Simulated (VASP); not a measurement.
# TaN (R-3m) in VASP: notebook, part 2 of 2

VASP 6.6.1. The steps go on from the part before.

## (3) Single point, r2SCAN

This run uses another cell than the first one, of the same volume but with other edges.

POSCAR

```
TaN
1.0
   -0.4722201551      1.9702978885      1.9702978885
    1.9702978885     -0.4722201551      1.9702978885
    1.9702978885      1.9702978885     -0.4722201551
Ta N
1 1
Direct
    0.5000000000      0.5000000000      0.5000000000
    0.0000000000      0.0000000000      0.0000000000
```

INCAR.step1

```
SYSTEM = TaN
  PREC = Accurate
  ENCUT = 520
  ISMEAR = 0
  SIGMA = 0.15
  LREAL = .FALSE.
  LASPH = .TRUE.
  NELM = 60
  NBANDS = 15
  GGA = PE
  ALGO = Normal
  EDIFF = 1E-4
  LWAVE = .TRUE.
  LCHARG = .FALSE.
```

INCAR.step2

```
SYSTEM = TaN
  PREC = Accurate
  ENCUT = 520
  EDIFF = 1E-6
  ISMEAR = 0
  SIGMA = 0.15
  LREAL = .FALSE.
  LASPH = .TRUE.
  NELM = 60
  ALGO = Normal
  ISIF = 2
  LWAVE = .FALSE.
  LCHARG = .FALSE.
  METAGGA = R2SCAN
  LMIXTAU = .TRUE.
  NBANDS = 15
  ISTART = 1
```

KPOINTS

```
regular mesh
0
G
  20 20 20
  0 0 0
```

Potentials or basis: VASP PAW PBE potentials, release 64 (Ta_pv, N).

Started as:

```console
> cat potpaw_PBE.64/Ta_pv/POTCAR potpaw_PBE.64/N/POTCAR > POTCAR
> cp INCAR.step1 INCAR
> mpirun -np 1 vasp_std > vasp.out
> cp INCAR.step2 INCAR
> mpirun -np 1 vasp_std > vasp.out
```

OUTCAR:

```text
SYSTEM = TaN
   PREC = Accurate
   ENCUT = 520
   EDIFF = 1E-6
   ISMEAR = 0
   LREAL = .FALSE.
   LASPH = .TRUE.
   NELM = 60
   ISIF = 2
   METAGGA = R2SCAN
   ISTART = 1

 ion  position               nearest neighbor table
   1  0.500  0.500  0.500-   2 2.23   2 2.23   2 2.23   2 2.23   2 2.23   2 2.23
   2  0.000  0.000  0.000-   1 2.23   1 2.23   1 2.23   1 2.23   1 2.23   1 2.23

  LATTYP: Found a trigonal (rhomboedric) cell.
 ALAT       =     2.8261527584
 COS(alpha) =     0.2530624440

  Lattice vectors:

 A1 = (  -0.4722201551,   1.9702978885,   1.9702978885)
 A2 = (   1.9702978885,  -0.4722201551,   1.9702978885)
 A3 = (   1.9702978885,   1.9702978885,  -0.4722201551)

Analysis of symmetry for initial positions (statically):
=====================================================================
 Subroutine PRICEL returns:
 Original cell was already a primitive cell.

 Routine SETGRP: Setting up the symmetry group for a
 trigonal (rhombohedral) supercell.

 Subroutine GETGRP returns: Found 12 space group operations
 (whereof 12 operations were pure point group operations)
 out of a pool of 12 trial point group operations.

The static configuration has the point symmetry D_3d.

Analysis of symmetry for dynamics (positions and initial velocities):
=====================================================================
 Subroutine PRICEL returns:
 Original cell was already a primitive cell.

 Routine SETGRP: Setting up the symmetry group for a
 trigonal (rhombohedral) supercell.

 Subroutine GETGRP returns: Found 12 space group operations
 (whereof 12 operations were pure point group operations)
 out of a pool of 12 trial point group operations.

The dynamic configuration has the point symmetry D_3d.

 Subroutine INISYM returns: Found 12 space group operations
 (whereof 12 operations are pure point group operations),
 and found     1 'primitive' translations

----------------------------------------------------------------------------------------

                                     Primitive cell

  volume of cell :      20.6920

  direct lattice vectors                    reciprocal lattice vectors
    -0.472220155  1.970297888  1.970297888    -0.176835903  0.232577654  0.232577654
     1.970297888 -0.472220155  1.970297888     0.232577654 -0.176835903  0.232577654
     1.970297888  1.970297888 -0.472220155     0.232577654  0.232577654 -0.176835903

  length of vectors
     2.826152758  2.826152758  2.826152758     0.373437635  0.373437635  0.373437635

  position of ions in fractional coordinates (direct lattice)
     0.500000000  0.500000000  0.500000000
     0.000000000  0.000000000  0.000000000

  ion indices of the primitive-cell ions
   primitive index   ion index
                 1           1
                 2           2

----------------------------------------------------------------------------------------

 KPOINTS: regular mesh

Automatic generation of k-mesh.
 Grid dimensions read from file:
 generate k-points for:   20   20   20

 Generating k-lattice:

  Cartesian coordinates                     Fractional coordinates (reciprocal lattice)
    -0.008841795  0.011628883  0.011628883     0.050000000 -0.000000000 -0.000000000
     0.011628883 -0.008841795  0.011628883    -0.000000000  0.050000000 -0.000000000
[... 41 lines left out ...]
   number of dos      NEDOS =    301   number of ions     NIONS =      2
   total plane-waves  NPLWV =  13824
   dimension x,y,z NGX =    24 NGY =   24 NGZ =   24
   dimension x,y,z NGXF=    48 NGYF=   48 NGZF=   48
   ions per type =               1   1
   NGX,Y,Z   is equivalent  to a cutoff of  14.12, 14.12, 14.12 a.u.
   NGXF,Y,Z  is equivalent  to a cutoff of  28.24, 28.24, 28.24 a.u.
 SYSTEM =  TaN
   PREC   = accura    normal or accurate (medium, high low for compatibility)
   ISTART =      1    job   : 0-new  1-cont  2-samecut
   ICHARG =      0    charge: 1-file 2-atom 10-const
   ISPIN  =      1    spin polarized calculation?
   LNONCOLLINEAR =      F non collinear calculations
   LSORBIT =      F    spin-orbit coupling
   LASPH  =      T    aspherical Exc in radial PAW
   ENCUT  =  520.0 eV  38.22 Ry    6.18 a.u.   5.25  5.25  5.25*2*pi/ulx,y,z
   NELM   =     60;   NELMIN=  2; NELMDL=  0     # of ELM steps
   EDIFF  = 0.1E-05   stopping-criterion for ELM
   LREAL  =      F    real-space projection
   EDIFFG = 0.1E-04   stopping-criterion for IOM
   NSW    =      0    number of steps for IOM
   IBRION =     -1    ionic relax: 0-MD 1-quasi-New 2-CG
   NFREE  =      0    steps in history (QN), initial steepest desc. (CG)
   ISIF   =      2    stress and relaxation
   ISYM   =      2    0-nonsym 1-usesym 2-fastsym
   POTIM  = 0.5000    time-step for ionic-motion
   TEBEG  =    0.0;   TEEND  =   0.0 temperature during run
   PSTRESS=    0.0 pullay stress
   NELECT =      16.0000    total number of electrons
   NUPDOWN=      -1.0000    fix difference up-down
   EMIN   =  10.00;   EMAX   =-10.00  energy-range for DOS
   EFERMI =   0.00;   METHOD = LEGACY
   ISMEAR =     0;   SIGMA  =   0.15  broadening in eV -4-tet -1-fermi 0-gaus
   EFERMI_NEDOS =   21; number of points for ismear=-14 and -15
   IALGO  =     38    algorithm
   IMIX   =      4    mixing-type and parameters
     AMIX     =   0.40;   BMIX     =  1.00
     AMIX_MAG =   1.60;   BMIX_MAG =  1.00
  volume/ion in A,a.u.               =      10.35        69.82
  Fermi-wavevector in a.u.,A,eV,Ry     =   1.502615  2.839530 30.719922  2.257851
  Thomas-Fermi vector in A             =   2.613832
   LORBIT       =      0    0 simple, 1 ext, 2 COOP (PROOUT), +10 PAW based schemes
   METAGGA = R2SCAN    functional components
   LHFCALC =     F    Hartree Fock is set to
   AEXX    =    0.0000 exact exchange contribution
   IVDW    =     0    specifies the selected vdW correction
   LEPSILON=     F    determine dielectric tensor
   LRPA    =     F    only Hartree local field effects (RPA)
 non-spin polarized calculation
 Gauss-broadening in eV      SIGMA  =   0.15
  energy-cutoff  :      520.00
  volume of cell :       20.69
 maximum number of plane-waves:       575
 NGX is ok and might be reduce to    24

 number of electron      16.0000000 magnetization

 Free energy of the ion-electron system (eV)
  ---------------------------------------------------
  ext. energy  EPLUGINS =         0.00000000
  ---------------------------------------------------
  free energy    TOTEN  =       -58.85621811 eV

  energy without entropy =      -58.84919444  energy(sigma->0) =      -58.85270627

 E-fermi :   9.1027     XC(G=0): -14.6341

 val. band max:        9.0911097075   @ k =   0.3500   0.1000   0.0500
 cond. band min:       9.1045047314   @ k =  -0.3000  -0.4000   0.2500
 fundamental gap:      0.0133950239
 Fermi energy:         9.1026727319

 k-point     1 :       0.0000    0.0000    0.0000
  band No.  band energies     occupation
      1     -27.2812      2.00000
      2     -27.2812      2.00000
      3     -27.1326      2.00000
      4     -10.0999      2.00000
      5       5.2526      2.00000
      6       5.2526      2.00000
      7       5.9012      2.00000
      8       5.9012      2.00000
      9       6.8755      2.00000
     10       9.6063      0.00000
     11      11.4875      0.00000
     12      11.4875      0.00000
     13      15.0464      0.00000
     14      19.5297      0.00000
[... 401 lines left out ...]
      2     -27.2404      2.00000
      3     -27.1817      2.00000
      4      -7.8391      2.00000
      5       0.0022      2.00000
      6       2.3573      2.00000
      7       4.8349      2.00000
      8       7.8967      2.00000
      9       9.8837      0.00000
     10      11.9150      0.00000
     11      15.4498      0.00000
     12      16.0296      0.00000
     13      17.3877      0.00000
     14      19.5277      0.00000
     15      21.7226      0.00000

 [... further k-points ...]

------------------------ aborting loop because EDIFF is reached ----------------------------------------

  FORCE on cell =-STRESS in cart. coord.  units (eV):
  Direction    XX          YY          ZZ          XY          YZ          ZX
  --------------------------------------------------------------------------------------
  -------------------------------------------------------------------------------------
  Total        1.3475087      1.3475087      1.3475087      1.4016555      1.4016555      1.4016555
  in kB      104.3375103    104.3375103    104.3375103    108.5300922    108.5300922    108.5300922
  external PRESSURE =     104.3375103 kB  Pullay stress =       0.0000000 kB

 VOLUME and BASIS-vectors are now :
 -----------------------------------------------------------------------------
  energy-cutoff  :      520.00
  volume of cell :       20.69
      direct lattice vectors                 reciprocal lattice vectors
    -0.472220155  1.970297888  1.970297888    -0.176835903  0.232577654  0.232577654
     1.970297888 -0.472220155  1.970297888     0.232577654 -0.176835903  0.232577654
     1.970297888  1.970297888 -0.472220155     0.232577654  0.232577654 -0.176835903

 POSITION                                       TOTAL-FORCE (eV/Angst)
 -----------------------------------------------------------------------------------
      1.73419      1.73419      1.73419        -0.000000     -0.000000     -0.000000
      0.00000      0.00000      0.00000         0.000000      0.000000      0.000000
 -----------------------------------------------------------------------------------
    total drift:                               -0.000000     -0.000000     -0.000000

  FREE ENERGIE OF THE ION-ELECTRON SYSTEM (eV)
  ---------------------------------------------------
  free  energy   TOTEN  =       -58.8562181080 eV

  energy  without entropy=      -58.8491944360  energy(sigma->0) =      -58.85270627
```

Wall time 11 min (1 thread of Intel Xeon 8259CL, shared host); peak memory 0.36 GiB.

Results:

| Property | Result |
| --- | --- |
| Free energy | -58.8562 eV |
| Pressure | 10.4 GPa |
| Band gap on the k mesh | zero (bands 8 and 9 overlap by 7.12 eV) |

Caveat: the cell stands under pressure; the PAW data sets were made with another functional, which shifts forces and pressure a little; spin-orbit coupling is left out, which moves the levels of the heavy elements.

## (4) Single point, r2SCAN

This run uses another cell than the first one, of the same volume but with other edges.

POSCAR

```
TaN
1.0
    0.5311413630      2.4743414714      2.4743414714
    2.4743414714      0.5311413630      2.4743414714
    2.4743414714      2.4743414714      0.5311413630
Ta N
1 1
Direct
    0.5000000000      0.5000000000      0.5000000000
    0.0000000000      0.0000000000      0.0000000000
```

INCAR.step1

```
SYSTEM = TaN
ALGO = Normal
EDIFF = 1E-4
ENCUT = 520
GGA = PE
ISMEAR = 0
LASPH = .TRUE.
LCHARG = .FALSE.
LREAL = .FALSE.
LWAVE = .TRUE.
NBANDS = 15
NELM = 80
PREC = Accurate
SIGMA = 0.15
```

INCAR.step2

```
SYSTEM = TaN
ALGO = Normal
EDIFF = 1E-7
ENCUT = 520
ISIF = 2
ISMEAR = 0
ISTART = 1
LASPH = .TRUE.
LCHARG = .FALSE.
LMIXTAU = .TRUE.
LREAL = .FALSE.
LWAVE = .FALSE.
METAGGA = R2SCAN
NBANDS = 15
NELM = 80
PREC = Accurate
SIGMA = 0.15
```

KPOINTS

```
k-points
0
G
  20 20 20
  0 0 0
```

Started as:

```console
> cat potpaw_PBE.64/Ta_pv/POTCAR potpaw_PBE.64/N/POTCAR > POTCAR
> cp INCAR.step1 INCAR
> mpirun -np 1 vasp_std > vasp.out
> cp INCAR.step2 INCAR
> mpirun -np 1 vasp_std > vasp.out
```

It took 26 min on 1 thread of Intel Xeon 8259CL, shared host; peak memory 0.38 GiB.

The run converged. Its results:

- Free energy: -58.8303 eV
- Pressure: 15.5 GPa
- Band gap on the k mesh: zero (bands 8 and 9 overlap by 1.31 eV)

Stress tensor (GPa, compression positive):
```
 15.51 -28.39 -28.39
-28.39  15.51 -28.39
-28.39 -28.39  15.51
```

Levels at points of the mesh, in eV from the Fermi level:
| k point | band 6 | band 7 | band 8 | band 9 | band 10 | band 11 |
| --- | --- | --- | --- | --- | --- | --- |
| (0.00, 0.00, 0.00) | -3.62 | -0.72 | -0.72 | -0.20 | -0.20 | 3.52 |
| (0.50, 0.00, 0.00) | -8.06 | -4.24 | -1.63 | 6.09 | 6.69 | 7.41 |
| (0.50, 0.50, 0.00) | -5.00 | -3.53 | -1.77 | 2.73 | 3.18 | 4.75 |
| (0.50, 0.50, 0.50) | -3.50 | -3.50 | -0.05 | 2.17 | 2.17 | 7.27 |

Caveat: the cell stands under pressure; the PAW data sets were made with another functional, which shifts forces and pressure a little; spin-orbit coupling is left out, which moves the levels of the heavy elements.

## (5) The runs side by side

| cell | gap on the mesh (eV) | pressure (GPa) |
| --- | --- | --- |
| a = 4.236 Å, angles 33.6°, 2 atoms | none | 56.2 |
| a = 2.826 Å, angles 75.3°, 2 atoms | none | 10.4 |
| a = 3.539 Å, angles 45.7°, 2 atoms | none | 15.5 |

Alike in all rows: task single point; level r2SCAN; potentials or basis VASP PAW PBE potentials, release 64 (Ta_pv, N); no spin polarisation; k mesh 20 × 20 × 20; cutoff (eV) 520; smearing gaussian 0.15 eV.

Caveats: the cell stands under pressure; the PAW data sets were made with another functional, which shifts forces and pressure a little; spin-orbit coupling is left out, which moves the levels of the heavy elements.

Total energies depend on the potentials used, so only differences within one code and one set of settings carry meaning.
